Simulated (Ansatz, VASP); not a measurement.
# AlSn: VASP beside Ansatz

Contents of INCAR:

```
SYSTEM = AlSn
PREC = Accurate
ENCUT = 600
EDIFF = 1E-6
ISMEAR = 0
SIGMA = 0.1
LREAL = .False.
LASPH = .True.
NELM = 100
ALGO = Normal
ISIF = 3
LWAVE = .False.
LCHARG = .False.
GGA = PE
IBRION = 2
NSW = 90
EDIFFG = -0.04
```

Contents of KPOINTS:

```
regular mesh
0
Gamma
  4 4 4
  0 0 0
```

File POSCAR:

```
AlSn
1.0
    0.0000000000      3.5286198100      3.5286198100
    3.5286198100      0.0000000000      3.5286198100
    3.5286198100      3.5286198100      0.0000000000
Al Sn
2 2
Direct
    0.0000000000      0.0000000000      0.0000000000
    0.2500000000      0.2500000000      0.2500000000
    0.7500000000      0.7500000000      0.7500000000
    0.5000000000      0.5000000000      0.5000000000
```

Input for Ansatz:

```yaml
crystal:
  lattice:
    - [0.0, 3.52861981, 3.52861981]
    - [3.52861981, 0.0, 3.52861981]
    - [3.52861981, 3.52861981, 0.0]
  atoms:
    - { symbol: Al, position: [0.0, 0.0, 0.0] }
    - { symbol: Al, position: [0.25, 0.25, 0.25] }
    - { symbol: Sn, position: [0.75, 0.75, 0.75] }
    - { symbol: Sn, position: [0.5, 0.5, 0.5] }
basis:
  ecutwfc: 420
kpoints:
  mp_grid: { grid: [4, 4, 4] }
hamiltonian:
  xc: pbe
scf:
  occupations: { method: gaussian, width: 0.1 }
  lower_state_search: "off"
output:
  forces: true
  stress: true
  eigenvalues: true
relax:
  adjacent_minimum: "off"
  f_tol: 0.04
  max_steps: 70
  cell: { stress_tol: 0.4 }
```

Alike in both runs: task relaxation of cell and atoms; functional PBE; k mesh 4 × 4 × 4; occupations gaussian, width 0.1 eV; no spin polarisation.

```csv
,VASP,Ansatz
version,VASP 6.6.1,Ansatz 0.2.0
potentials or method,"VASP PAW PBE potentials, release 64 (Al, Sn_d), cutoff 600 eV","scalar-relativistic, plane waves, PAW"
valence electrons in the cell,34,34
```

```tsv
	VASP	Ansatz	Ansatz less VASP
gap on the k mesh at the Fermi level, each at its own relaxed structure (eV)	none	none	-
relaxed volume (Å³/atom)	23.75	23.89	+0.143
relaxed cell length with the largest relative difference (Å)	5.122	5.132	+0.0102
```

A gap of «none» marks a metal or a gap that the smearing closes.

The k mesh is coarse, so the values compare programs but aren't converged.
